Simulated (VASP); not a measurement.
Wanted: the native input for a VASP 6.6.1 run.

```yaml
Task: single point
Functional: PBE
Potentials_or_basis: VASP PAW PBE potentials, release 64 (Si, C)
Cutoff: 520 eV
k_mesh: 8 × 8 × 6
Occupations: gaussian, width 0.2 eV
Spin: no spin polarisation
Dipole_correction: no
Further_INCAR_settings: ALGO = Normal; EDIFF = 1e-06; NBANDS = 16
```

The structure of SiC lies in POSCAR:

```
SiC
1.0
   -1.4344507242      1.4344507242      2.0280771166
   -1.4344507242     -1.4344507242      2.0280771166
    2.8689014484      0.0000000000      4.0561542332
Si C
2 2
Direct
    0.2500000000      0.2500000000      0.2500000000
    0.7500000000      0.7500000000      0.7500000000
    0.5000000000      0.5000000000      0.5000000000
    0.0000000000      0.0000000000      0.0000000000
```

These files were run (other wordings do the same):

INCAR

```
ALGO     = Normal         # electronic algorithm
EDIFF    = 1E-6           # SCF threshold, eV
ENCUT    = 520            # plane-wave cutoff, eV
GGA      = PE             # functional
ISIF     = 2              # what is computed and relaxed
ISMEAR   = 0              # smearing method
LASPH    = T              # aspherical terms in the spheres
LCHARG   = F              # write CHGCAR
LREAL    = F              # projectors in reciprocal space
LWAVE    = F              # write WAVECAR
NBANDS   = 16             # bands
NELM     = 80             # most SCF steps
PREC     = Accurate       # precision mode
SIGMA    = 0.2            # smearing width, eV
```

KPOINTS

```
k-points
0
Gamma
  8 8 6
```

Potentials or basis: VASP PAW PBE potentials, release 64 (Si, C).

The run is started by

```bash
$ cat potpaw_PBE.64/Si/POTCAR potpaw_PBE.64/C/POTCAR > POTCAR
$ mpirun -np 1 vasp_std > vasp.out
```

Results of the run:

```
Pressure               : 0.6 GPa
Band gap on the k mesh : zero (bands 8 and 9 overlap by 1.06 eV)
```

It took 23 s on 1 thread of Intel(R) Xeon(R) 6975P-C (Granite Rapids), with other jobs on the host, peak memory 0.18 GiB.
